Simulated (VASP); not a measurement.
K3AlO2:

```
K Al O
1.0
     4.32534    0.00000    0.00000
    -2.16267    3.74586    0.00000
     0.00000    0.00000    8.66303
K Al O
3 1 2
Cartesian
  0.0000 0.0000 4.3315
  0.0000 2.4972 0.0000
  0.0000 2.4972 4.3315
  0.0000 0.0000 0.0000
  2.1627 1.2486 2.0588
  2.1627 1.2486 6.6042
```

The cell was generated, and may not be a known phase.

```yaml
Program: VASP 6.6.1
Task: relaxation of cell and atoms
Functional: PBE
Potentials_or_basis: VASP PAW PBE potentials, release 64 (K_sv, Al, O)
Cutoff: 600 eV
k_mesh: 6 × 6 × 2
Occupations: gaussian, width 0.1 eV
Spin: no spin polarisation
```

At the start: pressure 3.4 GPa; volume 23.39 Å³/atom.

Problem. Where does the relaxation end?

Solution. Over 11 steps the energy falls by 540.4 meV/atom and the volume is 21.59 Å³/atom (-7.7 %); space group P-6m2 (No. 187, to 0.1 Å) before and after.

The path:
```csv
step,energy change (eV),largest force (eV/Å),pressure (GPa),volume (Å³)
1,0.0000,0.4004,3.41,140.36
2,-2.9181,0.3136,-2.15,147.68
3,-3.0253,0.2845,-2.60,148.40
4,-3.0292,0.2814,-2.64,148.48
5,-3.1624,0.2353,-1.77,139.85
6,-3.2278,0.1723,-0.44,130.76
7,-3.2289,0.1593,-0.15,129.18
8,-3.2382,0.1229,0.11,128.29
9,-3.2386,0.1126,0.19,128.04
10,-3.2409,0.0806,0.09,128.55
11,-3.2427,0.0195,-0.09,129.57
```

Final structure:
```xyz
6
Lattice="4.7002 0.0000 0.0000 -2.3501 4.0705 0.0000 0.0000 0.0000 6.7722" Properties=species:S:1:pos:R:3 pbc="T T T"
K     0.0000    0.0000    3.3861
K     0.0000    2.7137    0.0000
K     0.0000    2.7137    3.3861
Al    0.0000    0.0000    0.0000
O     2.3501    1.3568    1.7028
O     2.3501    1.3568    5.0694
```

Caveat: a cell axis changed by over 15 % at a fixed basis, so the end point is rough.
